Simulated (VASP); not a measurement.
# GaSb5 (P-6m2) in VASP: notebook, part 2 of 2

VASP 6.6.1. The steps go on from the part before.

## 3. Single point, PBE

This run uses another cell than the first one, of 26.30 Å³/atom.

Input file INCAR:

```
ALGO = Normal
EDIFF = 1E-7
ENCUT = 520
GGA = PE
ISIF = 2
ISMEAR = 0
LASPH = True
LCHARG = False
LREAL = False
LWAVE = False
NBANDS = 28
NELM = 100
PREC = Accurate
SIGMA = 0.1
```

Input file KPOINTS:

```
k-points
0
Gamma
  12 12 4
```

Input file POSCAR:

```
GaSb5
1.0
    3.3752149301      0.0000000000      0.0000000000
   -1.6876074651      2.9230218727      0.0000000000
    0.0000000000      0.0000000000     15.9933841441
Ga Sb
1 5
Direct
    0.0000000000      0.0000000000      0.0000000000
    0.6666666667      0.3333333333      0.8472185349
    0.0000000000      0.0000000000      0.6714979101
    0.6666666667      0.3333333333      0.5000000000
    0.0000000000      0.0000000000      0.3285020899
    0.6666666667      0.3333333333      0.1527814651
```

Potentials or basis: VASP PAW PBE potentials, release 64 (Ga_d, Sb).

The run is started by

```
$ cat potpaw_PBE.64/Ga_d/POTCAR potpaw_PBE.64/Sb/POTCAR > POTCAR
$ mpirun -np 1 vasp_std > vasp.out
```

OUTCAR:

```text
EDIFF = 1E-7
   ENCUT = 520
   GGA = PE
   ISIF = 2
   ISMEAR = 0
   LASPH = True
   LREAL = False
   NELM = 100
   PREC = Accurate

 ion  position               nearest neighbor table
   1  0.000  0.000  0.000-   2 3.13   6 3.13   2 3.13   6 3.13   2 3.13   6 3.13
   2  0.667  0.333  0.847-   1 3.13   1 3.13   1 3.13   3 3.42   3 3.42   3 3.42
   3  0.000  0.000  0.671-   4 3.36   4 3.36   4 3.36   2 3.42   2 3.42   2 3.42
   4  0.667  0.333  0.500-   3 3.36   5 3.36   3 3.36   5 3.36   3 3.36   5 3.36
   5  0.000  0.000  0.329-   4 3.36   4 3.36   4 3.36   6 3.42   6 3.42   6 3.42
   6  0.667  0.333  0.153-   1 3.13   1 3.13   1 3.13   5 3.42   5 3.42   5 3.42

  LATTYP: Found a hexagonal cell.
 ALAT       =     3.3752149301
 C/A-ratio  =     4.7384787266

  Lattice vectors:

 A1 = (   3.3752149301,   0.0000000000,   0.0000000000)
 A2 = (  -1.6876074651,   2.9230218727,   0.0000000000)
 A3 = (   0.0000000000,   0.0000000000,  15.9933841441)

Analysis of symmetry for initial positions (statically):
=====================================================================
[... 184 lines left out ...]
 cond. band min:       7.8377565647   @ k =   0.3333   0.0833   0.0000
 fundamental gap:      0.0242951136
 Fermi energy:         7.8152626690

 k-point     1 :       0.0000    0.0000    0.0000
  band No.  band energies     occupation
      1      -6.9764      2.00000
      2      -6.9591      2.00000
      3      -6.9591      2.00000
      4      -6.9138      2.00000
      5      -6.9138      2.00000
      6      -4.9046      2.00000
[... 733 lines left out ...]
     27      11.4114      0.00000
     28      12.0301      0.00000

 [... further k-points ...]

------------------------ aborting loop because EDIFF is reached ----------------------------------------

  FORCE on cell =-STRESS in cart. coord.  units (eV):
  Direction    XX          YY          ZZ          XY          YZ          ZX
  --------------------------------------------------------------------------------------
  -------------------------------------------------------------------------------------
  Total       -0.1222644     -0.1222644     -0.0899916      0.0000000      0.0000000     -0.0000000
  in kB       -1.2414718     -1.2414718     -0.9137742      0.0000000      0.0000000     -0.0000000
  external PRESSURE =      -1.1322392 kB  Pullay stress =       0.0000000 kB

 VOLUME and BASIS-vectors are now :
 -----------------------------------------------------------------------------
  energy-cutoff  :      520.00
  volume of cell :      157.79
      direct lattice vectors                 reciprocal lattice vectors
     3.375214930  0.000000000  0.000000000     0.296277428  0.171055853  0.000000000
    -1.687607465  2.923021873  0.000000000     0.000000000  0.342111706  0.000000000
     0.000000000  0.000000000 15.993384144     0.000000000  0.000000000  0.062525854

 POSITION                                       TOTAL-FORCE (eV/Angst)
 -----------------------------------------------------------------------------------
      0.00000      0.00000      0.00000         0.000000      0.000000      0.000000
      1.68761      0.97434     13.54989         0.000000      0.000000     -0.009434
      0.00000      0.00000     10.73952        -0.000000      0.000000     -0.003596
      1.68761      0.97434      7.99669        -0.000000     -0.000000      0.000000
      0.00000      0.00000      5.25386         0.000000     -0.000000      0.003596
      1.68761      0.97434      2.44349        -0.000000      0.000000      0.009434
 -----------------------------------------------------------------------------------
    total drift:                               -0.000000      0.000000      0.000000

  FREE ENERGIE OF THE ION-ELECTRON SYSTEM (eV)
  ---------------------------------------------------
  free  energy   TOTEN  =       -22.2001047484 eV

  energy  without entropy=      -22.1883268196  energy(sigma->0) =      -22.19421578
```

It took 4.4 min on 1 thread of Intel Xeon Platinum 8488C (Sapphire Rapids), shared host; peak memory 0.43 GiB.

What came out:

- Free energy: -22.2001 eV
- Pressure: -0.1 GPa
- Largest force: 0.009 eV/Å
- Band gap on the k mesh: zero (bands 19 and 20 overlap by 5.98 eV)

Forces in eV/Å, atoms in the order of the input:
```
Ga   0.000  0.000  0.000
Sb   0.000  0.000 -0.009
Sb   0.000  0.000 -0.004
Sb   0.000  0.000  0.000
Sb   0.000  0.000  0.004
Sb   0.000  0.000  0.009
```

Caveat: spin-orbit coupling is left out, which moves the levels of the heavy elements.

## 4. Relaxation of cell and atoms, PBE

This run uses another cell than the first one, of 26.45 Å³/atom.

Input file INCAR:

```
SYSTEM = GaSb5
PREC = Accurate
ENCUT = 600
EDIFF = 1E-7
ISMEAR = 0
SIGMA = 0.1
LREAL = .False.
LASPH = .True.
NELM = 100
ALGO = Normal
ISIF = 3
LWAVE = .False.
LCHARG = .False.
GGA = PE
IBRION = 2
NSW = 100
EDIFFG = -0.01
```

Input file KPOINTS:

```
regular mesh
0
Gamma
  12 12 4
  0 0 0
```

Input file POSCAR:

```
GaSb5
1.0
    3.3155672524      0.0000000000      0.0000000000
   -1.6577836262      2.8713654686      0.0000000000
    0.0000000000      0.0000000000     16.6696836286
Ga Sb
1 5
Direct
    0.0000000000      0.0000000000      0.0000000000
    0.6666666667      0.3333333333      0.8403181695
    0.0000000000      0.0000000000      0.6702019191
    0.6666666667      0.3333333333      0.5000000000
    0.0000000000      0.0000000000      0.3297980809
    0.6666666667      0.3333333333      0.1596818305
```

Potentials or basis: VASP PAW PBE potentials, release 64 (Ga_d, Sb).

The run is started by

```
$ cat potpaw_PBE.64/Ga_d/POTCAR potpaw_PBE.64/Sb/POTCAR > POTCAR
$ mpirun -np 1 vasp_std > vasp.out
```

OUTCAR:

```text
SYSTEM = GaSb5
   PREC = Accurate
   ENCUT = 600
   EDIFF = 1E-7
   ISMEAR = 0
   LREAL = .False.
   LASPH = .True.
   NELM = 100
   ISIF = 3
   GGA = PE
   IBRION = 2
   NSW = 100
   EDIFFG = -0.01

 ion  position               nearest neighbor table
   1  0.000  0.000  0.000-   2 3.28   6 3.28   2 3.28   6 3.28   2 3.28   6 3.28
   2  0.667  0.333  0.840-   1 3.28   1 3.28   1 3.28   3 3.42   3 3.42   3 3.42
   3  0.000  0.000  0.670-   2 3.42   2 3.42   2 3.42   4 3.42   4 3.42   4 3.42
   4  0.667  0.333  0.500-   3 3.42   5 3.42   3 3.42   5 3.42   3 3.42   5 3.42
   5  0.000  0.000  0.330-   6 3.42   6 3.42   6 3.42   4 3.42   4 3.42   4 3.42
   6  0.667  0.333  0.160-   1 3.28   1 3.28   1 3.28   5 3.42   5 3.42   5 3.42

  LATTYP: Found a hexagonal cell.
 ALAT       =     3.3155672524
 C/A-ratio  =     5.0277018560

  Lattice vectors:

 A1 = (   3.3155672524,   0.0000000000,   0.0000000000)
 A2 = (  -1.6577836262,   2.8713654686,   0.0000000000)
 A3 = (   0.0000000000,   0.0000000000,  16.6696836286)

Analysis of symmetry for initial positions (statically):
=====================================================================
 Subroutine PRICEL returns:
 Original cell was already a primitive cell.

 Routine SETGRP: Setting up the symmetry group for a
 hexagonal supercell.

 Subroutine GETGRP returns: Found 12 space group operations
 (whereof 12 operations were pure point group operations)
 out of a pool of 24 trial point group operations.

The static configuration has the point symmetry D_3h.

Analysis of symmetry for dynamics (positions and initial velocities):
=====================================================================
 Subroutine PRICEL returns:
 Original cell was already a primitive cell.

 Routine SETGRP: Setting up the symmetry group for a
 hexagonal supercell.

 Subroutine GETGRP returns: Found 12 space group operations
 (whereof 12 operations were pure point group operations)
 out of a pool of 24 trial point group operations.

The dynamic configuration has the point symmetry D_3h.

 Subroutine INISYM returns: Found 12 space group operations
 (whereof 12 operations are pure point group operations),
 and found     1 'primitive' translations

----------------------------------------------------------------------------------------

                                     Primitive cell

  volume of cell :     158.6988

  direct lattice vectors                    reciprocal lattice vectors
     3.315567252  0.000000000  0.000000000     0.301607515  0.174133180  0.000000000
    -1.657783626  2.871365469  0.000000000     0.000000000  0.348266360  0.000000000
     0.000000000  0.000000000 16.669683629     0.000000000  0.000000000  0.059989141

  length of vectors
     3.315567252  3.315567252 16.669683629     0.348266360  0.348266360  0.059989141

  position of ions in fractional coordinates (direct lattice)
     0.000000000  0.000000000  0.000000000
     0.666666667  0.333333333  0.840318170
     0.000000000  0.000000000  0.670201919
     0.666666667  0.333333333  0.500000000
     0.000000000  0.000000000  0.329798081
     0.666666667  0.333333333  0.159681830

  ion indices of the primitive-cell ions
   primitive index   ion index
[... 71 lines left out ...]
   ICHARG =      2    charge: 1-file 2-atom 10-const
   ISPIN  =      1    spin polarized calculation?
   LNONCOLLINEAR =      F non collinear calculations
   LSORBIT =      F    spin-orbit coupling
   LASPH  =      T    aspherical Exc in radial PAW
   ENCUT  =  600.0 eV  44.10 Ry    6.64 a.u.   6.62  6.62 33.29*2*pi/ulx,y,z
   NELM   =    100;   NELMIN=  2; NELMDL= -5     # of ELM steps
   EDIFF  = 0.1E-06   stopping-criterion for ELM
   LREAL  =      F    real-space projection
   EDIFFG = -.1E-01   stopping-criterion for IOM
   NSW    =    100    number of steps for IOM
   IBRION =      2    ionic relax: 0-MD 1-quasi-New 2-CG
   NFREE  =      1    steps in history (QN), initial steepest desc. (CG)
   ISIF   =      3    stress and relaxation
   ISYM   =      2    0-nonsym 1-usesym 2-fastsym
   POTIM  = 0.5000    time-step for ionic-motion
   TEBEG  =    0.0;   TEEND  =   0.0 temperature during run
   PSTRESS=    0.0 pullay stress
   NELECT =      38.0000    total number of electrons
   NUPDOWN=      -1.0000    fix difference up-down
   EMIN   =  10.00;   EMAX   =-10.00  energy-range for DOS
   EFERMI =   0.00;   METHOD = LEGACY
   ISMEAR =     0;   SIGMA  =   0.10  broadening in eV -4-tet -1-fermi 0-gaus
   EFERMI_NEDOS =   21; number of points for ismear=-14 and -15
   IALGO  =     38    algorithm
   IMIX   =      4    mixing-type and parameters
     AMIX     =   0.40;   BMIX     =  1.00
     AMIX_MAG =   1.60;   BMIX_MAG =  1.00
  volume/ion in A,a.u.               =      26.45       178.49
  Fermi-wavevector in a.u.,A,eV,Ry     =   1.016588  1.921072 14.060945  1.033450
  Thomas-Fermi vector in A             =   2.149940
   LORBIT       =      0    0 simple, 1 ext, 2 COOP (PROOUT), +10 PAW based schemes
   GGA     = PE    functional components
   LHFCALC =     F    Hartree Fock is set to
   AEXX    =    0.0000 exact exchange contribution
   IVDW    =     0    specifies the selected vdW correction
   LEPSILON=     F    determine dielectric tensor
   LRPA    =     F    only Hartree local field effects (RPA)
 conjugate gradient relaxation of ions
 non-spin polarized calculation
 Gauss-broadening in eV      SIGMA  =   0.10
  energy-cutoff  :      600.00
  volume of cell :      158.70
 maximum number of plane-waves:      5382
 NGX is ok and might be reduce to    28
   NGX = 13   NGY = 13   NGZ = 67

--------------------------------------- Ionic step        1  -------------------------------------------

 number of electron      38.0000007 magnetization

 Free energy of the ion-electron system (eV)
  ---------------------------------------------------
  ext. energy  EPLUGINS =         0.00000000
  ---------------------------------------------------
  free energy    TOTEN  =       -22.15953130 eV

  energy without entropy =      -22.13904304  energy(sigma->0) =      -22.14928717

------------------------ aborting loop because EDIFF is reached ----------------------------------------

  FORCE on cell =-STRESS in cart. coord.  units (eV):
  Direction    XX          YY          ZZ          XY          YZ          ZX
  --------------------------------------------------------------------------------------
  -------------------------------------------------------------------------------------
  Total        0.3383783      0.3383783     -0.1811584      0.0000000      0.0000000      0.0000000
  in kB        3.4161700      3.4161700     -1.8289225      0.0000000      0.0000000      0.0000000
  external PRESSURE =       1.6678058 kB  Pullay stress =       0.0000000 kB
[... 101 lines left out ...]
  FREE ENERGIE OF THE ION-ELECTRON SYSTEM (eV)
  ---------------------------------------------------
  free  energy   TOTEN  =       -22.1705837175 eV

  energy  without entropy=      -22.1506789591  energy(sigma->0) =      -22.16063134

[... ionic steps 4 to 23 ...]

--------------------------------------- Ionic step       24  -------------------------------------------

 number of electron      37.9999992 magnetization

------------------------ aborting loop because EDIFF is reached ----------------------------------------
[... 75 lines left out ...]
--------------------------------------- Ionic step       26  -------------------------------------------

 number of electron      37.9999992 magnetization

 Free energy of the ion-electron system (eV)
  ---------------------------------------------------
  ext. energy  EPLUGINS =         0.00000000
  ---------------------------------------------------
  free energy    TOTEN  =       -22.19833523 eV

  energy without entropy =      -22.18681641  energy(sigma->0) =      -22.19257582

 E-fermi :   7.8384     XC(G=0): -10.2063

 val. band max:        7.8321042877   @ k =   0.1667   0.0833   0.0000
 cond. band min:       7.8546687301   @ k =   0.3333   0.0833   0.0000
 fundamental gap:      0.0225644423
 Fermi energy:         7.8383645423

 k-point     1 :       0.0000    0.0000    0.0000
  band No.  band energies     occupation
      1      -6.9580      2.00000
      2      -6.9398      2.00000
      3      -6.9398      2.00000
      4      -6.8947      2.00000
      5      -6.8947      2.00000
      6      -4.9048      2.00000
[... 613 lines left out ...]
     22       9.2736      0.00000
     23       9.8177      0.00000

 [... further k-points ...]

------------------------ aborting loop because EDIFF is reached ----------------------------------------

  FORCE on cell =-STRESS in cart. coord.  units (eV):
  Direction    XX          YY          ZZ          XY          YZ          ZX
  --------------------------------------------------------------------------------------
  -------------------------------------------------------------------------------------
  Total       -0.0131023     -0.0131023     -0.0356707      0.0000000     -0.0000000      0.0000000
  in kB       -0.1332333     -0.1332333     -0.3627250      0.0000000     -0.0000000      0.0000000
  external PRESSURE =      -0.2097305 kB  Pullay stress =       0.0000000 kB
[... 21 lines left out ...]
  FREE ENERGIE OF THE ION-ELECTRON SYSTEM (eV)
  ---------------------------------------------------
  free  energy   TOTEN  =       -22.1983352278 eV

  energy  without entropy=      -22.1868164080  energy(sigma->0) =      -22.19257582

 reached required accuracy - stopping structural energy minimisation
```

Wall time 80 min (1 thread of Intel Xeon Platinum 8488C (Sapphire Rapids), shared host); peak memory 0.52 GiB.

What came out:

```yaml
Free_energy: -22.1983 eV
Relaxed_volume: 26.26 Å³/atom
Relaxed_cell: a = 3.373 Å, b = 3.373 Å, c = 15.995 Å, α = 90.00°, β = 90.00°, γ = 120.00°
Space_group_after_relaxing_to_0.1_Å: P-6m2 (No. 187)
Energy_gained_by_relaxing: 6.5 meV/atom
Ionic_steps: 26
Pressure_after_relaxing: 0.0 GPa
```

The path:
```csv
step,energy change (eV),largest force (eV/Å),pressure (GPa),volume (Å³)
1,0.0000,0.1955,0.17,158.70
2,-0.0054,0.1689,-0.10,159.33
3,-0.0111,0.0935,-0.85,161.22
4,-0.0132,0.0847,-0.81,161.03
5,-0.0186,0.0614,-0.68,160.44
6,-0.0273,0.0488,-0.42,159.27
7,-0.0210,0.1823,0.38,156.89
8,-0.0304,0.0875,-0.21,158.54
9,-0.0306,0.1032,-0.13,158.27
10,-0.0306,0.0995,-0.15,158.33
11,-0.0316,0.0970,-0.06,158.06
12,-0.0335,0.0884,0.20,157.26
13,-0.0323,0.0658,0.75,155.65
14,-0.0339,0.0824,0.37,156.74
15,-0.0346,0.0779,0.34,156.80
16,-0.0362,0.0638,0.26,156.95
17,-0.0374,0.0335,0.11,157.26
18,-0.0377,0.0303,0.04,157.44
19,-0.0380,0.0239,-0.09,157.81
20,-0.0382,0.0212,-0.04,157.69
21,-0.0382,0.0196,0.00,157.57
22,-0.0382,0.0171,0.09,157.34
23,-0.0383,0.0189,0.02,157.51
24,-0.0384,0.0170,0.02,157.51
25,-0.0386,0.0116,0.01,157.53
26,-0.0388,0.0010,-0.02,157.56
```

Final structure:
```
CELL_PARAMETERS angstrom
3.37262 0.00000 0.00000
-1.68631 2.92078 0.00000
0.00000 0.00000 15.99476
ATOMIC_POSITIONS crystal
Ga 0.00000 0.00000 0.00000
Sb 0.66667 0.33333 0.84679
Sb 0.00000 0.00000 0.67130
Sb 0.66667 0.33333 0.50000
Sb 0.00000 0.00000 0.32870
Sb 0.66667 0.33333 0.15321
```

Levels at points of the mesh, in eV from the Fermi level:
```csv
k point,band 15,band 16,band 17,band 18,band 19,band 20,band 21,band 22,band 23
"(0.00, 0.00, 0.00)",2.55,2.96,3.63,3.63,4.01,4.01,4.22,4.22,4.77
"(0.50, 0.00, 0.00)",-3.95,-3.06,-1.90,-1.65,0.15,0.49,0.95,1.01,1.04
"(0.00, 0.00, 0.50)",0.24,3.65,3.65,3.91,3.91,4.39,4.39,4.54,4.64
"(0.50, 0.00, 0.50)",-3.59,-3.53,-1.98,-0.80,-0.69,0.53,0.86,1.00,1.21
```

Caveat: the highest band is partly filled, so the run has too few bands; spin-orbit coupling is left out, which moves the levels of the heavy elements.

## 5. Overview

```tsv
task	cell	k mesh	cutoff (eV)	pressure (GPa)	relaxed volume (Å³/atom)	largest force (eV/Å)
relaxation of cell and atoms	relaxed from a = 3.645, b = 3.645, c = 18.419 Å, angles 90.0, 90.0, 120.0°, 6 atoms, atomic positions A	6 × 6 × 1	600	0.0	26.48	0.03
single point	a = 3.375, b = 3.375, c = 15.993 Å, angles 90.0, 90.0, 120.0°, 6 atoms, atomic positions B	12 × 12 × 4	520	-0.1	-	0.01
relaxation of cell and atoms	relaxed from a = 3.316, b = 3.316, c = 16.670 Å, angles 90.0, 90.0, 120.0°, 6 atoms, atomic positions C	12 × 12 × 4	600	0.0	26.26	-
```

Alike in all rows: level PBE; potentials or basis VASP PAW PBE potentials, release 64 (Ga_d, Sb); no spin polarisation; smearing gaussian 0.1 eV.

Caveats: spin-orbit coupling is left out, which moves the levels of the heavy elements; the highest band is partly filled, so the run has too few bands (at least some runs); the volume moved by over 15 % at a fixed basis, so the end points are rough (at least some runs).

Total energies depend on the potentials used, so only differences within one code and one set of settings carry meaning.

The gap in the log of VASP goes by the Fermi energy; the results here count the filled bands.